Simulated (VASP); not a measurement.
# BaY (L10 type) (P4/mmm) in VASP: settings compared

BaY (L10 type) is run at these levels: LDA, PBEsol, r2SCAN; tasks: electric field gradients.

Program: VASP 6.6.1. These are calculated values, not measurements. Logs are shortened: lines on timing, memory, paths and dates and some standing lists are left out, and cuts for length are marked.

### 1 The cell of the first run

It takes space group P4/mmm (No. 123, tetragonal). Conventional cell: a = 3.853 Å, b = 3.853 Å, c = 5.779 Å, α = 90.00°, β = 90.00°, γ = 90.00°. Within 5.1 Å of Ba (site symmetry 4/mmm) lie 4 Ba at 3.85 Å and 8 Y at 3.97 Å. Y (site symmetry 4/mmm) has 4 Y at 3.85 Å and 8 Ba at 3.97 Å within 5.1 Å.

### 2 Electric field gradients, LDA

Input file INCAR:

```
ALGO     = Normal         # electronic algorithm
EDIFF    = 1E-8           # SCF threshold, eV
ENCUT    = 520            # plane-wave cutoff, eV
GGA      = CA             # functional
ISIF     = 2              # what is computed and relaxed
ISMEAR   = -1             # smearing method
LASPH    = True           # aspherical terms in the spheres
LCHARG   = False          # write CHGCAR
LEFG     = True         
LREAL    = False          # projectors in reciprocal space
LWAVE    = False          # write WAVECAR
NBANDS   = 18             # bands
NELM     = 100            # most SCF steps
PREC     = Accurate       # precision mode
SIGMA    = 0.03           # smearing width, eV
```

Input file KPOINTS:

```
k-points
0
Gamma
  11 11 8
```

Input file POSCAR:

```
BaY
1.0
    3.8531774336      0.0000000000      0.0000000000
    0.0000000000      3.8531774336      0.0000000000
    0.0000000000      0.0000000000      5.7794555925
Ba Y
1 1
Direct
    0.0000000000      0.0000000000      0.0000000000
    0.5000000000      0.5000000000      0.5000000000
```

Potentials or basis: VASP PAW LDA potentials, release 64 (Ba_sv, Y_sv).

Command:

```console
$ cat potpaw_LDA.64/Ba_sv/POTCAR potpaw_LDA.64/Y_sv/POTCAR > POTCAR
$ mpirun -np 1 vasp_std > vasp.out
```

OUTCAR:

```text
EDIFF = 1E-8
   ENCUT = 520
   GGA = CA
   ISIF = 2
   ISMEAR = -1
   LASPH = True
   LREAL = False
   NELM = 100
   PREC = Accurate

 ion  position               nearest neighbor table
   1  0.000  0.000  0.000-   2 3.97   2 3.97   2 3.97   2 3.97   2 3.97   2 3.97   2 3.97   2 3.97

   2  0.500  0.500  0.500-   1 3.97   1 3.97   1 3.97   1 3.97   1 3.97   1 3.97   1 3.97   1 3.97

  LATTYP: Found a simple tetragonal cell.
 ALAT       =     3.8531774336
 C/A-ratio  =     1.4999194021

  Lattice vectors:

 A1 = (   3.8531774336,   0.0000000000,   0.0000000000)
 A2 = (   0.0000000000,   3.8531774336,   0.0000000000)
 A3 = (   0.0000000000,   0.0000000000,   5.7794555925)

Analysis of symmetry for initial positions (statically):
=====================================================================
 Subroutine PRICEL returns:
 Original cell was already a primitive cell.

 Routine SETGRP: Setting up the symmetry group for a
 simple tetragonal supercell.

 Subroutine GETGRP returns: Found 16 space group operations
 (whereof 16 operations were pure point group operations)
 out of a pool of 16 trial point group operations.

The static configuration has the point symmetry D_4h.

Analysis of symmetry for dynamics (positions and initial velocities):
=====================================================================
 Subroutine PRICEL returns:
 Original cell was already a primitive cell.

 Routine SETGRP: Setting up the symmetry group for a
 simple tetragonal supercell.

 Subroutine GETGRP returns: Found 16 space group operations
 (whereof 16 operations were pure point group operations)
 out of a pool of 16 trial point group operations.

The dynamic configuration has the point symmetry D_4h.

 Subroutine INISYM returns: Found 16 space group operations
 (whereof 16 operations are pure point group operations),
 and found     1 'primitive' translations

----------------------------------------------------------------------------------------

                                     Primitive cell

  volume of cell :      85.8074

  direct lattice vectors                    reciprocal lattice vectors
     3.853177434  0.000000000  0.000000000     0.259526071  0.000000000  0.000000000
     0.000000000  3.853177434  0.000000000     0.000000000  0.259526071  0.000000000
     0.000000000  0.000000000  5.779455592     0.000000000  0.000000000  0.173026678

  length of vectors
     3.853177434  3.853177434  5.779455592     0.259526071  0.259526071  0.173026678

  position of ions in fractional coordinates (direct lattice)
     0.000000000  0.000000000  0.000000000
     0.500000000  0.500000000  0.500000000

  ion indices of the primitive-cell ions
   primitive index   ion index
                 1           1
                 2           2

----------------------------------------------------------------------------------------

 KPOINTS: k-points

Automatic generation of k-mesh.
 Grid dimensions read from file:
 generate k-points for:   11   11    8

 Generating k-lattice:

  Cartesian coordinates                     Fractional coordinates (reciprocal lattice)
     0.023593279  0.000000000  0.000000000     0.090909091  0.000000000  0.000000000
     0.000000000  0.023593279  0.000000000     0.000000000  0.090909091  0.000000000
     0.000000000  0.000000000  0.021628335     0.000000000  0.000000000  0.125000000

  Length of vectors
     0.023593279  0.023593279  0.021628335

  Shift w.r.t. Gamma in fractional coordinates (k-lattice)
     0.000000000  0.000000000  0.000000000

 Subroutine IBZKPT returns following result:
 ===========================================

 Found    105 irreducible k-points:

 Following reciprocal coordinates:
            Coordinates               Weight
  0.000000  0.000000  0.000000      1.000000
  0.090909  0.000000  0.000000      4.000000
  0.181818  0.000000  0.000000      4.000000
  0.272727  0.000000  0.000000      4.000000
  0.363636  0.000000  0.000000      4.000000
  0.454545  0.000000  0.000000      4.000000
[... 16 lines left out ...]
  0.090909  0.000000  0.125000      8.000000
  0.181818  0.000000  0.125000      8.000000
 [... further k-points ...]
   k-points           NKPTS =    105   k-points in BZ     NKDIM =    105   number of bands    NBANDS=     18
   number of dos      NEDOS =    301   number of ions     NIONS =      2
   total plane-waves  NPLWV =  43200
   dimension x,y,z NGX =    30 NGY =   30 NGZ =   48
   dimension x,y,z NGXF=    60 NGYF=   60 NGZF=   96
   ions per type =               1   1
   NGX,Y,Z   is equivalent  to a cutoff of  12.94, 12.94, 13.81 a.u.
   NGXF,Y,Z  is equivalent  to a cutoff of  25.89, 25.89, 27.61 a.u.
 SYSTEM =  unknown system
   PREC   = accura    normal or accurate (medium, high low for compatibility)
   ISTART =      0    job   : 0-new  1-cont  2-samecut
   ICHARG =      2    charge: 1-file 2-atom 10-const
   ISPIN  =      1    spin polarized calculation?
   LNONCOLLINEAR =      F non collinear calculations
   LSORBIT =      F    spin-orbit coupling
   LASPH  =      T    aspherical Exc in radial PAW
   ENCUT  =  520.0 eV  38.22 Ry    6.18 a.u.   7.16  7.16 10.75*2*pi/ulx,y,z
   NELM   =    100;   NELMIN=  2; NELMDL= -5     # of ELM steps
   EDIFF  = 0.1E-07   stopping-criterion for ELM
   LREAL  =      F    real-space projection
   EDIFFG = 0.1E-06   stopping-criterion for IOM
   NSW    =      0    number of steps for IOM
   IBRION =     -1    ionic relax: 0-MD 1-quasi-New 2-CG
   NFREE  =      0    steps in history (QN), initial steepest desc. (CG)
   ISIF   =      2    stress and relaxation
   ISYM   =      2    0-nonsym 1-usesym 2-fastsym
   POTIM  = 0.5000    time-step for ionic-motion
   TEBEG  =    0.0;   TEEND  =   0.0 temperature during run
   PSTRESS=    0.0 pullay stress
   NELECT =      21.0000    total number of electrons
   NUPDOWN=      -1.0000    fix difference up-down
   EMIN   =  10.00;   EMAX   =-10.00  energy-range for DOS
   EFERMI =   0.00;   METHOD = LEGACY
   ISMEAR =    -1;   SIGMA  =   0.03  broadening in eV -4-tet -1-fermi 0-gaus
   EFERMI_NEDOS =   21; number of points for ismear=-14 and -15
   IALGO  =     38    algorithm
   IMIX   =      4    mixing-type and parameters
     AMIX     =   0.40;   BMIX     =  1.00
     AMIX_MAG =   1.60;   BMIX_MAG =  1.00
  volume/ion in A,a.u.               =      42.90       289.53
  Fermi-wavevector in a.u.,A,eV,Ry     =   1.024015  1.935108 14.267158  1.048607
  Thomas-Fermi vector in A             =   2.157779
   LORBIT       =      0    0 simple, 1 ext, 2 COOP (PROOUT), +10 PAW based schemes
   GGA     = CA    functional components
   LHFCALC =     F    Hartree Fock is set to
   AEXX    =    0.0000 exact exchange contribution
   IVDW    =     0    specifies the selected vdW correction
   LEPSILON=     F    determine dielectric tensor
   LRPA    =     F    only Hartree local field effects (RPA)
 non-spin polarized calculation
  energy-cutoff  :      520.00
  volume of cell :       85.81
 maximum number of plane-waves:      2334
 NGX is ok and might be reduce to    30
   NGX = 15   NGY = 15   NGZ = 21

 number of electron      21.0000001 magnetization

 Free energy of the ion-electron system (eV)
  ---------------------------------------------------
  ext. energy  EPLUGINS =         0.00000000
  ---------------------------------------------------
  free energy    TOTEN  =        -8.56569885 eV

  energy without entropy =       -8.55389637  energy(sigma->0) =       -8.55979761

 E-fermi :   2.3203     XC(G=0):  -8.7993

 val. band max:        2.3193591628   @ k =   0.4545   0.2727   0.3750
 cond. band min:       2.3204524839   @ k =   0.0000   0.0000   0.5000
 fundamental gap:      0.0010933211
 Fermi energy:         2.3202828036

 k-point     1 :       0.0000    0.0000    0.0000
  band No.  band energies     occupation
      1     -40.8793      2.00000
      2     -25.7067      2.00000
      3     -21.0001      2.00000
      4     -20.8590      2.00000
      5     -20.8590      2.00000
      6     -10.9745      2.00000
[... 10 lines left out ...]
     17       5.5081      0.00000
     18       8.0816      0.00000

 k-point     2 :       0.0909    0.0000    0.0000
  band No.  band energies     occupation
      1     -40.8786      2.00000
      2     -25.7002      2.00000
      3     -20.9988      2.00000
      4     -20.8705      2.00000
      5     -20.8580      2.00000
      6     -10.9662      2.00000
[... 10 lines left out ...]
     17       5.4652      0.00000
     18       7.8848      0.00000
[... 442 lines left out ...]
 k-point    24 :       0.1818    0.0000    0.1250
  band No.  band energies     occupation
      1     -40.8769      2.00000
      2     -25.6828      2.00000
      3     -20.9947      2.00000
      4     -20.9015      2.00000
      5     -20.8553      2.00000
      6     -10.9506      2.00000
[... 10 lines left out ...]
     17       5.5617      0.00000
     18       6.9318      0.00000

 [... further k-points ...]
[... 5 lines left out ...]
  --------------------------------------------------------------------------------------
  -------------------------------------------------------------------------------------
  Total       -1.2167605     -1.2167605     -1.2679314      0.0000000      0.0000000      0.0000000
  in kB      -22.7190798    -22.7190798    -23.6745317      0.0000000      0.0000000      0.0000000
  external PRESSURE =     -23.0375638 kB  Pullay stress =       0.0000000 kB

 VOLUME and BASIS-vectors are now :
 -----------------------------------------------------------------------------
  energy-cutoff  :      520.00
  volume of cell :       85.81
      direct lattice vectors                 reciprocal lattice vectors
     3.853177434  0.000000000  0.000000000     0.259526071  0.000000000  0.000000000
     0.000000000  3.853177434  0.000000000     0.000000000  0.259526071  0.000000000
     0.000000000  0.000000000  5.779455592     0.000000000  0.000000000  0.173026678

 POSITION                                       TOTAL-FORCE (eV/Angst)
 -----------------------------------------------------------------------------------
      0.00000      0.00000      0.00000         0.000000      0.000000      0.000000
      1.92659      1.92659      2.88973         0.000000      0.000000      0.000000
 -----------------------------------------------------------------------------------
    total drift:                                0.000000      0.000000      0.000000

  FREE ENERGIE OF THE ION-ELECTRON SYSTEM (eV)
  ---------------------------------------------------
  free  energy   TOTEN  =        -8.5656988500 eV

  energy  without entropy=       -8.5538963725  energy(sigma->0) =       -8.55979761

 Electric field gradients (V/A^2)
---------------------------------------------------------------------
 ion       V_xx      V_yy      V_zz      V_xy      V_xz      V_yz
---------------------------------------------------------------------
   1      20.674    20.674   -41.348     0.000    -0.000    -0.000
   2      -7.334    -7.334    14.667    -0.000     0.000    -0.000
---------------------------------------------------------------------

 Electric field gradients after diagonalization (V/A^2)
 (convention: |V_zz| > |V_xx| > |V_yy|)
----------------------------------------------------------------------
 ion       V_xx      V_yy      V_zz     asymmetry (V_yy - V_xx)/ V_zz
----------------------------------------------------------------------
   1      20.674    20.674   -41.348       0.000
   2      -7.334    -7.334    14.667       0.000
----------------------------------------------------------------------

           NMR quadrupolar parameters

 Cq : quadrupolar parameter    Cq=e*Q*V_zz/h
 eta: asymmetry parameters     (V_yy - V_xx)/ V_zz
 Q  : nuclear electric quadrupole moment in mb (millibarn)
----------------------------------------------------------------------
 ion       Cq(MHz)       eta       Q (mb)
----------------------------------------------------------------------
   1      -0.100       0.000       1.000
   2       0.035       0.000       1.000
----------------------------------------------------------------------
```

Wall time 3.6 min (1 thread of AMD EPYC 7R13, shared host); peak memory 0.29 GiB.

What came out:

```
Free energy                             : -8.5657 eV
Pressure                                : -2.3 GPa
Band gap on the k mesh                  : zero (an odd number of electrons rules out a gap without spin polarisation)
Largest electric field gradient by atom : Ba -41.3; Y +14.7 V/Å²
```

Stress tensor (GPa, compression positive):
```
-2.27  0.00  0.00
 0.00 -2.27  0.00
 0.00  0.00 -2.37
```

Electric field gradients, principal values (V/Å²):
```
atom   least  middle  greatest (by size)
1 Ba  20.674  20.674             -41.348
 2 Y  -7.334  -7.334              14.667
```

Caveat: without QUAD_EFG the Cq values of the log hold for a quadrupole moment of 1 mb, not for the nuclei; spin-orbit coupling is left out, which moves the levels of the heavy elements.

### 3 Electric field gradients, PBEsol

Input file INCAR:

```
PREC = Accurate ; ENCUT = 520
EDIFF = 1E-8 ; ISMEAR = -1
SIGMA = 0.03 ; LREAL = F
LASPH = T ; NELM = 80
ALGO = Normal ; ISIF = 2
LWAVE = F ; LCHARG = F
GGA = PS ; LEFG = T
NBANDS = 18
```

Input file KPOINTS:

```
Automatic mesh
0
Gamma
  11 11 8
```

POSCAR is that of step 2.

Potentials or basis: VASP PAW PBE potentials, release 64 (Ba_sv, Y_sv).

Command:

```console
$ cat potpaw_PBE.64/Ba_sv/POTCAR potpaw_PBE.64/Y_sv/POTCAR > POTCAR
$ mpirun -np 1 vasp_std > vasp.out
```

OUTCAR:

```text
PREC = Accurate
   ENCUT = 520
   EDIFF = 1E-8
   ISMEAR = -1
   LREAL = F
   LASPH = T
   NELM = 80
   ISIF = 2
   GGA = PS

 ion  position               nearest neighbor table
   1  0.000  0.000  0.000-   2 3.97   2 3.97   2 3.97   2 3.97   2 3.97   2 3.97   2 3.97   2 3.97

   2  0.500  0.500  0.500-   1 3.97   1 3.97   1 3.97   1 3.97   1 3.97   1 3.97   1 3.97   1 3.97

  LATTYP: Found a simple tetragonal cell.
 ALAT       =     3.8531774336
 C/A-ratio  =     1.4999194021

  Lattice vectors:

 A1 = (   3.8531774336,   0.0000000000,   0.0000000000)
 A2 = (   0.0000000000,   3.8531774336,   0.0000000000)
 A3 = (   0.0000000000,   0.0000000000,   5.7794555925)

Analysis of symmetry for initial positions (statically):
=====================================================================
 Subroutine PRICEL returns:
 Original cell was already a primitive cell.

 Routine SETGRP: Setting up the symmetry group for a
[... 694 lines left out ...]
  volume of cell :       85.81
      direct lattice vectors                 reciprocal lattice vectors
     3.853177434  0.000000000  0.000000000     0.259526071  0.000000000  0.000000000
     0.000000000  3.853177434  0.000000000     0.000000000  0.259526071  0.000000000
     0.000000000  0.000000000  5.779455592     0.000000000  0.000000000  0.173026678

 POSITION                                       TOTAL-FORCE (eV/Angst)
 -----------------------------------------------------------------------------------
      0.00000      0.00000      0.00000         0.000000      0.000000      0.000000
      1.92659      1.92659      2.88973         0.000000      0.000000      0.000000
 -----------------------------------------------------------------------------------
    total drift:                                0.000000      0.000000      0.000000

  FREE ENERGIE OF THE ION-ELECTRON SYSTEM (eV)
  ---------------------------------------------------
  free  energy   TOTEN  =        -8.3505089300 eV

  energy  without entropy=       -8.3383412767  energy(sigma->0) =       -8.34442510

 Electric field gradients (V/A^2)
---------------------------------------------------------------------
 ion       V_xx      V_yy      V_zz      V_xy      V_xz      V_yz
---------------------------------------------------------------------
   1      20.066    20.066   -40.131     0.000    -0.000    -0.000
   2      -7.178    -7.178    14.357     0.000     0.000    -0.000
---------------------------------------------------------------------

 Electric field gradients after diagonalization (V/A^2)
 (convention: |V_zz| > |V_xx| > |V_yy|)
----------------------------------------------------------------------
 ion       V_xx      V_yy      V_zz     asymmetry (V_yy - V_xx)/ V_zz
----------------------------------------------------------------------
   1      20.066    20.066   -40.131       0.000
   2      -7.178    -7.178    14.357       0.000
----------------------------------------------------------------------

           NMR quadrupolar parameters

 Cq : quadrupolar parameter    Cq=e*Q*V_zz/h
 eta: asymmetry parameters     (V_yy - V_xx)/ V_zz
 Q  : nuclear electric quadrupole moment in mb (millibarn)
----------------------------------------------------------------------
 ion       Cq(MHz)       eta       Q (mb)
----------------------------------------------------------------------
   1      -0.097       0.000       1.000
   2       0.035       0.000       1.000
----------------------------------------------------------------------
```

stdout:

```text
POSCAR found type information on POSCAR BaY
 POSCAR found :  2 types and       2 ions
 scaLAPACK will be used
 -----------------------------------------------------------------------------
|                                                                             |
|                                                                             |
|     You enforced a specific xc type in the INCAR file but a different       |
|     I HOPE YOU KNOW WHAT YOU ARE DOING!                                     |
|                                                                             |
 -----------------------------------------------------------------------------

 LDA part: xc-table for (Slater+PW92), standard interpolation
 POSCAR, INCAR and KPOINTS ok, starting setup
 FFT: planning ... GRIDC
 FFT: planning ... GRID_SOFT
 FFT: planning ... GRID
 WAVECAR not read
 entering main loop
ion   1

ion   2
```

Wall time 4.7 min (1 thread of AMD EPYC 7R13, shared host); peak memory 0.31 GiB.

Results:

- Free energy: -8.3505 eV
- Pressure: -1.2 GPa
- Band gap on the k mesh: zero (an odd number of electrons rules out a gap without spin polarisation)
- Largest electric field gradient by atom: Ba -40.1; Y +14.4 V/Å²

Levels at points of the mesh, in eV from the Fermi level:
| k point | band 6 | band 7 | band 8 | band 9 | band 10 | band 11 | band 12 | band 13 | band 14 | band 15 |
| --- | --- | --- | --- | --- | --- | --- | --- | --- | --- | --- |
| (0.00, 0.00, 0.00) | -13.28 | -12.85 | -12.85 | -3.75 | -1.25 | -0.51 | 1.61 | 1.74 | 1.74 | 2.09 |
| (0.00, 0.00, 0.50) | -13.34 | -12.85 | -12.85 | -2.50 | -1.73 | 0.02 | 0.66 | 1.08 | 1.91 | 2.33 |

Electric field gradients, principal values (V/Å²):
| atom | least | middle | greatest (by size) |
| --- | --- | --- | --- |
| 1 Ba | 20.066 | 20.066 | -40.131 |
| 2 Y | -7.178 | -7.178 | 14.357 |

Caveat: without QUAD_EFG the Cq values of the log hold for a quadrupole moment of 1 mb, not for the nuclei; the PAW data sets were made with another functional, which shifts forces and pressure a little; spin-orbit coupling is left out, which moves the levels of the heavy elements.

(Part 1 of 2 ends here.)
